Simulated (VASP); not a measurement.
Crystal: CoSi.

```xyz
2
Lattice="0.0000 2.4754 2.4754 2.4754 0.0000 2.4754 2.4754 2.4754 0.0000" Properties=species:S:1:pos:R:3 pbc="T T T"
Co    0.0000    0.0000    0.0000
Si    1.2377    1.2377    1.2377
```

* Program: VASP 6.6.1
* Task: relaxation of cell and atoms
* Functional: PBE
* Potentials or basis: VASP PAW PBE potentials, release 64 (Co, Si)
* Cutoff: 600 eV
* k mesh: 8 × 8 × 8
* Occupations: gaussian, width 0.1 eV
* Spin: no spin polarisation

At the start: pressure 10.5 GPa; volume 15.17 Å³/atom.

Q: Where does the relaxation end?

A: Over 3 steps the energy falls by 39.5 meV/atom and the volume is 16.47 Å³/atom (+8.6 %); space group F-43m (No. 216, to 0.05 Å).

The path:
| step | energy change (eV) | largest force (eV/Å) | pressure (GPa) | volume (Å³) |
| --- | --- | --- | --- | --- |
| 1 | 0.0000 | 0.0000 | 10.51 | 30.34 |
| 2 | -0.0421 | 0.0000 | -5.61 | 34.92 |
| 3 | -0.0790 | 0.0000 | -0.04 | 32.93 |

Final structure:
```
Co Si
1.0
     0.00000    2.54404    2.54404
     2.54404    0.00000    2.54404
     2.54404    2.54404    0.00000
Co Si
1 1
Direct
  0.00000 0.00000 0.00000
  0.25000 0.25000 0.25000
```
